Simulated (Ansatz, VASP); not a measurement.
One calculation of Ti, two programs

```
Ti
1.0
     0.00000    2.00244    2.00244
     2.00244    0.00000    2.00244
     2.00244    2.00244    0.00000
Ti
1
Cartesian
  0.0000 0.0000 0.0000
```

Alike in both runs: functional LDA; k mesh 13 × 13 × 13; occupations fermi-dirac, width 0.1 eV; no spin polarisation.

Ansatz relaxed the structure, and its values are those at the end. VASP's run is a single point on that final structure, the one shown.

```csv
,VASP,Ansatz
version,VASP 6.6.1,Ansatz 0.2.0
potentials or method,"VASP PAW LDA potentials, release 64 (Ti_sv), cutoff 520 eV","plane waves (420 eV) with PAW, scalar-relativistic"
valence electrons in the cell,12,12
```

|  | VASP | Ansatz | Ansatz less VASP |
| --- | --- | --- | --- |
| pressure (GPa) | -0.2 | 0.0 | +0.18 |

Ansatz warns that its potentials were made for another functional, while VASP's fit it. LDA's correlation is that of Perdew and Zunger in VASP and of Perdew and Wang (1992) in Ansatz.
